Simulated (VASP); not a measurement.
# HPt6 in VASP: a series of runs

Runs on HPt6. Level: PBE. Tasks: single point.

All numbers are computed with VASP 6.6.1; they aren't measurements. Logs are shortened: lines on timing, memory, paths and dates and some standing lists are left out, and cuts for length are marked.

## 1. The cell of the first run

The cell holds a slab with vacuum, 14 atoms: a = 5.614 Å, b = 5.614 Å, c = 21.851 Å, α = 90.00°, β = 90.00°, γ = 90.00°.

## 2. Single point, PBE

Contents of INCAR:

```
ALGO = Normal ; DIPOL = 0.5 0.5 0.303
EDIFF = 1E-6 ; ENCUT = 520
GGA = PE ; IDIPOL = 3
ISIF = 2 ; ISMEAR = 0
LASPH = T ; LCHARG = F
LDIPOL = T ; LREAL = F
LWAVE = F ; NBANDS = 74
NELM = 60 ; PREC = Accurate
SIGMA = 0.1
```

Contents of KPOINTS:

```
k-points
0
Gamma
  5 5 1
```

Contents of POSCAR:

```
HPt6
1.0
    5.6143281343      0.0000000000      0.0000000000
    0.0000000000      5.6143281343      0.0000000000
    0.0000000000      0.0000000000     21.8513792319
Pt H
12 2
Direct
    0.2500000000      0.2500000000      0.1830548066
    0.2500000000      0.7500000000      0.1830548066
    0.7500000000      0.2500000000      0.1830548066
    0.7500000000      0.7500000000      0.1830548066
    0.0000000000      0.0000000000      0.2712126041
    0.0000000000      0.5000000000      0.2712126041
    0.5000000000      0.0000000000      0.2712126041
    0.5000000000      0.5000000000      0.2712126041
    0.2500000000      0.2500000000      0.3593081768
    0.2500000000      0.7500000000      0.3593081768
    0.7500000000      0.2500000000      0.3593081768
    0.7500000000      0.7500000000      0.3593081768
   -0.0818441653      0.0000000000      0.4965992818
    0.0818441653      0.0000000000      0.4965992818
```

Potentials or basis: VASP PAW PBE potentials, release 64 (Pt, H).

Command:

```bash
cat potpaw_PBE.64/Pt/POTCAR potpaw_PBE.64/H/POTCAR > POTCAR
mpirun -np 1 vasp_std > vasp.out
```

OUTCAR:

```text
EDIFF = 1E-6
   ENCUT = 520
   GGA = PE
   ISIF = 2
   ISMEAR = 0
   LASPH = T
   LREAL = F
   NELM = 60
   PREC = Accurate

 ion  position               nearest neighbor table
   1  0.250  0.250  0.183-   5 2.77   6 2.77   7 2.77   8 2.77   2 2.81   3 2.81   2 2.81   3 2.81

   2  0.250  0.750  0.183-   5 2.77   6 2.77   7 2.77   8 2.77   1 2.81   4 2.81   1 2.81   4 2.81

   3  0.750  0.250  0.183-   5 2.77   6 2.77   7 2.77   8 2.77   1 2.81   4 2.81   4 2.81   1 2.81

   4  0.750  0.750  0.183-   5 2.77   6 2.77   7 2.77   8 2.77   2 2.81   3 2.81   3 2.81   2 2.81

   5  0.000  0.000  0.271-   9 2.77  10 2.77  11 2.77  12 2.77   1 2.77   2 2.77   3 2.77   4 2.77
                             6 2.81   7 2.81   6 2.81   7 2.81
   6  0.000  0.500  0.271-   9 2.77  10 2.77  11 2.77  12 2.77   1 2.77   2 2.77   3 2.77   4 2.77
                             5 2.81   8 2.81   5 2.81   8 2.81
   7  0.500  0.000  0.271-   9 2.77  10 2.77  11 2.77  12 2.77   1 2.77   2 2.77   3 2.77   4 2.77
                             5 2.81   8 2.81   8 2.81   5 2.81
   8  0.500  0.500  0.271-   9 2.77  10 2.77  11 2.77  12 2.77   1 2.77   2 2.77   3 2.77   4 2.77
                             6 2.81   7 2.81   7 2.81   6 2.81
   9  0.250  0.250  0.359-   5 2.77   6 2.77   7 2.77   8 2.77  10 2.81  11 2.81  10 2.81  11 2.81

  10  0.250  0.750  0.359-   5 2.77   6 2.77   7 2.77   8 2.77   9 2.81  12 2.81   9 2.81  12 2.81

  11  0.750  0.250  0.359-   5 2.77   6 2.77   7 2.77   8 2.77   9 2.81  12 2.81  12 2.81   9 2.81

  12  0.750  0.750  0.359-   5 2.77   6 2.77   7 2.77   8 2.77  10 2.81  11 2.81  11 2.81  10 2.81

  13  0.918  0.000  0.497-
  14  0.082  0.000  0.497-

  LATTYP: Found a simple tetragonal cell.
 ALAT       =     5.6143281343
 C/A-ratio  =     3.8920737636

  Lattice vectors:

 A1 = (   5.6143281343,   0.0000000000,   0.0000000000)
 A2 = (   0.0000000000,   5.6143281343,   0.0000000000)
 A3 = (   0.0000000000,   0.0000000000,  21.8513792319)

Analysis of symmetry for initial positions (statically):
=====================================================================
 Subroutine PRICEL returns:
 Original cell was already a primitive cell.

 Routine SETGRP: Setting up the symmetry group for a
 simple tetragonal supercell.

 Subroutine GETGRP returns: Found  4 space group operations
 (whereof  4 operations were pure point group operations)
 out of a pool of 16 trial point group operations.

The static configuration has the point symmetry C_2v.

Analysis of symmetry for dynamics (positions and initial velocities):
=====================================================================
 Subroutine PRICEL returns:
 Original cell was already a primitive cell.

 Routine SETGRP: Setting up the symmetry group for a
 simple tetragonal supercell.

 Subroutine GETGRP returns: Found  4 space group operations
 (whereof  4 operations were pure point group operations)
 out of a pool of 16 trial point group operations.

The dynamic configuration has the point symmetry C_2v.

 Subroutine INISYM returns: Found  4 space group operations
 (whereof  4 operations are pure point group operations),
 and found     1 'primitive' translations

----------------------------------------------------------------------------------------

                                     Primitive cell

  volume of cell :     688.7703

  direct lattice vectors                    reciprocal lattice vectors
     5.614328134  0.000000000  0.000000000     0.178115703  0.000000000  0.000000000
     0.000000000  5.614328134  0.000000000     0.000000000  0.178115703  0.000000000
     0.000000000  0.000000000 21.851379232     0.000000000  0.000000000  0.045763702

  length of vectors
     5.614328134  5.614328134 21.851379232     0.178115703  0.178115703  0.045763702

  position of ions in fractional coordinates (direct lattice)
     0.250000000  0.250000000  0.183054807
     0.250000000  0.750000000  0.183054807
     0.750000000  0.250000000  0.183054807
     0.750000000  0.750000000  0.183054807
     0.000000000  0.000000000  0.271212604
     0.000000000  0.500000000  0.271212604
     0.500000000  0.000000000  0.271212604
     0.500000000  0.500000000  0.271212604
     0.250000000  0.250000000  0.359308177
     0.250000000  0.750000000  0.359308177
     0.750000000  0.250000000  0.359308177
     0.750000000  0.750000000  0.359308177
     0.918155835  0.000000000  0.496599282
     0.081844165  0.000000000  0.496599282

  ion indices of the primitive-cell ions
   primitive index   ion index
                 1           1
                 2           2
                 3           3
                 4           4
                 5           5
                 6           6
                 7           7
                 8           8
                 9           9
                10          10
                11          11
                12          12
                13          13
                14          14

----------------------------------------------------------------------------------------

 KPOINTS: k-points

Automatic generation of k-mesh.
 Grid dimensions read from file:
 generate k-points for:    5    5    1

 Generating k-lattice:

  Cartesian coordinates                     Fractional coordinates (reciprocal lattice)
     0.035623141  0.000000000  0.000000000     0.200000000  0.000000000  0.000000000
     0.000000000  0.035623141  0.000000000     0.000000000  0.200000000  0.000000000
     0.000000000  0.000000000  0.045763702     0.000000000  0.000000000  1.000000000

  Length of vectors
     0.035623141  0.035623141  0.045763702

  Shift w.r.t. Gamma in fractional coordinates (k-lattice)
     0.000000000  0.000000000  0.000000000

 Subroutine IBZKPT returns following result:
 ===========================================

 Found      9 irreducible k-points:

 Following reciprocal coordinates:
            Coordinates               Weight
  0.000000  0.000000  0.000000      1.000000
  0.200000  0.000000  0.000000      2.000000
  0.000000  0.200000  0.000000      2.000000
  0.400000  0.000000  0.000000      2.000000
  0.000000  0.400000  0.000000      2.000000
  0.200000  0.200000  0.000000      4.000000
  0.400000  0.200000  0.000000      4.000000
 -0.200000  0.400000  0.000000      4.000000
  0.400000  0.400000  0.000000      4.000000
   k-points           NKPTS =      9   k-points in BZ     NKDIM =      9   number of bands    NBANDS=     74
   number of dos      NEDOS =    301   number of ions     NIONS =     14
   total plane-waves  NPLWV = 296352
   dimension x,y,z NGX =    42 NGY =   42 NGZ =  168
   dimension x,y,z NGXF=    84 NGYF=   84 NGZF=  336
   ions per type =              12   2
   NGX,Y,Z   is equivalent  to a cutoff of  12.44, 12.44, 12.78 a.u.
   NGXF,Y,Z  is equivalent  to a cutoff of  24.87, 24.87, 25.56 a.u.
 SYSTEM =  unknown system
   PREC   = accura    normal or accurate (medium, high low for compatibility)
   ISTART =      0    job   : 0-new  1-cont  2-samecut
   ICHARG =      2    charge: 1-file 2-atom 10-const
   ISPIN  =      1    spin polarized calculation?
   LNONCOLLINEAR =      F non collinear calculations
   LSORBIT =      F    spin-orbit coupling
   LASPH  =      T    aspherical Exc in radial PAW
   ENCUT  =  520.0 eV  38.22 Ry    6.18 a.u.  10.44 10.44 40.63*2*pi/ulx,y,z
   NELM   =     60;   NELMIN=  2; NELMDL= -5     # of ELM steps
   EDIFF  = 0.1E-05   stopping-criterion for ELM
   LREAL  =      F    real-space projection
   EDIFFG = 0.1E-04   stopping-criterion for IOM
   NSW    =      0    number of steps for IOM
   IBRION =     -1    ionic relax: 0-MD 1-quasi-New 2-CG
   NFREE  =      0    steps in history (QN), initial steepest desc. (CG)
   ISIF   =      2    stress and relaxation
   ISYM   =      2    0-nonsym 1-usesym 2-fastsym
   POTIM  = 0.5000    time-step for ionic-motion
   TEBEG  =    0.0;   TEEND  =   0.0 temperature during run
   PSTRESS=    0.0 pullay stress
   NELECT =     122.0000    total number of electrons
   NUPDOWN=      -1.0000    fix difference up-down
   EMIN   =  10.00;   EMAX   =-10.00  energy-range for DOS
   EFERMI =   0.00;   METHOD = LEGACY
   ISMEAR =     0;   SIGMA  =   0.10  broadening in eV -4-tet -1-fermi 0-gaus
   EFERMI_NEDOS =   21; number of points for ismear=-14 and -15
   IALGO  =     38    algorithm
   IMIX   =      4    mixing-type and parameters
     AMIX     =   0.40;   BMIX     =  1.00
     AMIX_MAG =   1.60;   BMIX_MAG =  1.00
  volume/ion in A,a.u.               =      49.20       332.00
  Fermi-wavevector in a.u.,A,eV,Ry     =   0.919397  1.737409 11.500891  0.845292
  Thomas-Fermi vector in A             =   2.044587
   LORBIT       =      0    0 simple, 1 ext, 2 COOP (PROOUT), +10 PAW based schemes
   GGA     = PE    functional components
   LHFCALC =     F    Hartree Fock is set to
   AEXX    =    0.0000 exact exchange contribution
   IVDW    =     0    specifies the selected vdW correction
   LEPSILON=     F    determine dielectric tensor
   LRPA    =     F    only Hartree local field effects (RPA)
 non-spin polarized calculation
 Gauss-broadening in eV      SIGMA  =   0.10
  energy-cutoff  :      520.00
  volume of cell :      688.77
 maximum number of plane-waves:     18583
 NGX is ok and might be reduce to    42
   NGX = 21   NGY = 21   NGZ = 81

 dipolmoment           0.000000      0.000000      0.000208 electrons x Angstroem

 number of electron     122.0000011 magnetization

 dipolmoment           0.000000      0.000000     -0.018118 electrons x Angstroem

 Free energy of the ion-electron system (eV)
  ---------------------------------------------------
  ext. energy  EPLUGINS =         0.00000000
  ---------------------------------------------------
  free energy    TOTEN  =       -72.38339868 eV

  energy without entropy =      -72.26493702  energy(sigma->0) =      -72.32416785

 E-fermi :  -1.1817     XC(G=0):  -4.6756

 val. band max:       -1.1940501741   @ k =   0.4000   0.4000   0.0000
 cond. band min:      -1.1804270769   @ k =   0.2000   0.2000   0.0000
 fundamental gap:      0.0136230972
 Fermi energy:        -1.1816672034

 k-point     1 :       0.0000    0.0000    0.0000
  band No.  band energies     occupation
      1     -10.0316      2.00000
      2      -7.6382      2.00000
      3      -7.6378      2.00000
      4      -7.5291      2.00000
      5      -7.4035      2.00000
      6      -7.4032      2.00000
[... 65 lines left out ...]
     72       2.4253      0.00000
     73       2.4437      0.00000

 k-point     2 :       0.2000    0.0000    0.0000
  band No.  band energies     occupation
      1      -9.7921      2.00000
      2      -7.7950      2.00000
      3      -7.3985      2.00000
      4      -7.3479      2.00000
      5      -7.3257      2.00000
      6      -7.2491      2.00000
[... 65 lines left out ...]
     72       2.1628      0.00000
     73       2.2335      0.00000

 k-point     3 :       0.0000    0.2000    0.0000
  band No.  band energies     occupation
      1      -9.7921      2.00000
      2      -7.7950      2.00000
      3      -7.3982      2.00000
      4      -7.3479      2.00000
      5      -7.3254      2.00000
      6      -7.2493      2.00000
[... 445 lines left out ...]
     72       3.2430      0.00000
     73       3.4708      0.00000

 k-point     9 :       0.4000    0.4000    0.0000
  band No.  band energies     occupation
      1      -8.2762      2.00000
      2      -7.5330      2.00000
      3      -7.5325      2.00000
      4      -7.0100      2.00000
      5      -6.4844      2.00000
      6      -6.4822      2.00000
[... 65 lines left out ...]
     72       2.3586      0.00000
     73       3.1148      0.00000
 [bands above 73 left out]

------------------------ aborting loop because EDIFF is reached ----------------------------------------

 vacuum level on the upper side and lower side of the slab       (xc-potential included)        -0.184        -0.083

  FORCE on cell =-STRESS in cart. coord.  units (eV):
  Direction    XX          YY          ZZ          XY          YZ          ZX
  --------------------------------------------------------------------------------------
  -------------------------------------------------------------------------------------
  Total      -16.3757965    -13.2129897     -0.0783276      0.0000000      0.0000000      0.0000000
  in kB      -38.0924212    -30.7352847     -0.1822010      0.0000000      0.0000000      0.0000000
  external PRESSURE =     -23.0033023 kB  Pullay stress =       0.0000000 kB

 VOLUME and BASIS-vectors are now :
 -----------------------------------------------------------------------------
  energy-cutoff  :      520.00
  volume of cell :      688.77
      direct lattice vectors                 reciprocal lattice vectors
     5.614328134  0.000000000  0.000000000     0.178115703  0.000000000  0.000000000
     0.000000000  5.614328134  0.000000000     0.000000000  0.178115703  0.000000000
     0.000000000  0.000000000 21.851379232     0.000000000  0.000000000  0.045763702

 POSITION                                       TOTAL-FORCE (eV/Angst)
 -----------------------------------------------------------------------------------
      1.40358      1.40358      4.00000        -0.003547     -0.001294      0.010636
      1.40358      4.21075      4.00000        -0.003547      0.001294      0.010636
      4.21075      1.40358      4.00000         0.003547     -0.001294      0.010636
      4.21075      4.21075      4.00000         0.003547      0.001294      0.010636
      0.00000      0.00000      5.92637         0.000000     -0.000000     -0.016449
      0.00000      2.80716      5.92637         0.000000     -0.000000      0.000768
      2.80716      0.00000      5.92637         0.000000     -0.000000     -0.004808
      2.80716      2.80716      5.92637         0.000000     -0.000000     -0.038331
      1.40358      1.40358      7.85138         0.004508      0.002204     -0.008541
      1.40358      4.21075      7.85138         0.004508     -0.002204     -0.008541
      4.21075      1.40358      7.85138        -0.004508      0.002204     -0.008541
      4.21075      4.21075      7.85138        -0.004508     -0.002204     -0.008541
      5.15483      0.00000     10.85138         3.458611     -0.000000      0.025220
      0.45950      0.00000     10.85138        -3.458611      0.000000      0.025220
 -----------------------------------------------------------------------------------
    total drift:                                0.000000      0.000000     -0.000134

  FREE ENERGIE OF THE ION-ELECTRON SYSTEM (eV)
  ---------------------------------------------------
  free  energy   TOTEN  =       -72.3833986823 eV

  energy  without entropy=      -72.2649370181  energy(sigma->0) =      -72.32416785

 vacuum level on the upper side and lower side of the slab         4.312         4.411
```

It took 15 min on 1 thread of AMD EPYC 9R45 (Zen 5), shared host; peak memory 0.77 GiB.

Results:

```yaml
Free_energy: -72.3834 eV
Largest_force: 3.459 eV/Å
Band_gap_on_the_k_mesh: zero (bands 61 and 62 overlap by 0.16 eV)
```

Forces on the atoms (eV/Å):
```
Pt  -0.004 -0.001  0.011
Pt  -0.004  0.001  0.011
Pt   0.004 -0.001  0.011
Pt   0.004  0.001  0.011
Pt   0.000  0.000 -0.016
Pt   0.000  0.000  0.001
Pt   0.000  0.000 -0.005
Pt   0.000  0.000 -0.038
Pt   0.005  0.002 -0.009
Pt   0.005 -0.002 -0.009
Pt  -0.005  0.002 -0.009
Pt  -0.005 -0.002 -0.009
H    3.459  0.000  0.025
H   -3.459  0.000  0.025
```

Levels at points of the mesh, in eV from the Fermi level:
```tsv
k point	band 57	band 58	band 59	band 60	band 61	band 62	band 63	band 64	band 65	band 66
(0.00, 0.00, 0.00)	0.04	0.04	0.08	0.14	0.14	0.34	0.79	0.80	0.83	0.84
```

Caveat: spin-orbit coupling is left out, which moves the levels of the heavy elements.

[end of part 1 of 2]
